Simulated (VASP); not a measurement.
**GaAs: single point with LDA**

**Measured values to compare with.**

“Evidence of valence band perturbations in GaAsN/GaAs(001): A combined variable-angle spectroscopic ellipsometry and modulated photoreflectance investigation”, 2008, arxiv:0805.2212 reports, for a bulk crystal of GaAs at 300 K: band gap 1.412 ± 0.01 eV (direct).

GaAs:

```
CELL_PARAMETERS angstrom
2.80145 2.80145 0.00000
-2.80145 2.80145 0.00000
0.00000 2.80145 2.80145
ATOMIC_POSITIONS crystal
Ga 0.00000 0.00000 0.00000
As 0.75000 0.25000 0.50000
```

- Program: VASP 6.6.1
- Task: single point
- Functional: LDA
- Potentials or basis: VASP PAW LDA potentials, release 64 (Ga_d, As)
- Cutoff: 500 eV
- k mesh: 8 × 8 × 8
- Occupations: gaussian, width 0.01 eV
- Spin: no spin polarisation

```
Pressure               : 0.3 GPa
Band gap on the k mesh : 0.54 eV
```

Levels at points of the mesh, in eV from the valence-band top:
| k point | band 6 | band 7 | band 8 | band 9 | band 10 | band 11 | band 12 | band 13 |
| --- | --- | --- | --- | --- | --- | --- | --- | --- |
| (0.00, 0.00, 0.00) | -12.96 | 0.00 | 0.00 | 0.00 | 0.54 | 3.68 | 3.68 | 3.68 |
| (0.50, 0.00, 0.00) | -11.11 | -6.84 | -1.19 | -1.19 | 0.94 | 4.59 | 4.59 | 7.59 |
| (0.50, 0.50, 0.00) | -10.34 | -7.00 | -2.79 | -2.79 | 1.29 | 1.54 | 10.26 | 10.26 |

It took 20 s on 1 thread of Intel(R) Xeon(R) Platinum 8488C (Sapphire Rapids), with other jobs on the host, peak memory 0.15 GiB.

Measured gap of GaAs: 1.412 eV (direct; 300 K; “Evidence of valence band perturbations in GaAsN/GaAs(001): A combined variable-angle spectroscopic ellipsometry and modulated photoreflectance investigation”, 2008, arxiv:0805.2212). This calculation gives 0.54 eV (-0.88 eV). 3 values of this kind are on record (1.412 to 1.51 eV); this one was drawn at random among those near their median, those with a stated uncertainty first. Spin-orbit coupling on As, Ga is left out. The value is that of LDA on a finite k mesh, which can miss the band edges, without temperature or zero-point motion. Semilocal functionals fall short of measured gaps as a rule.
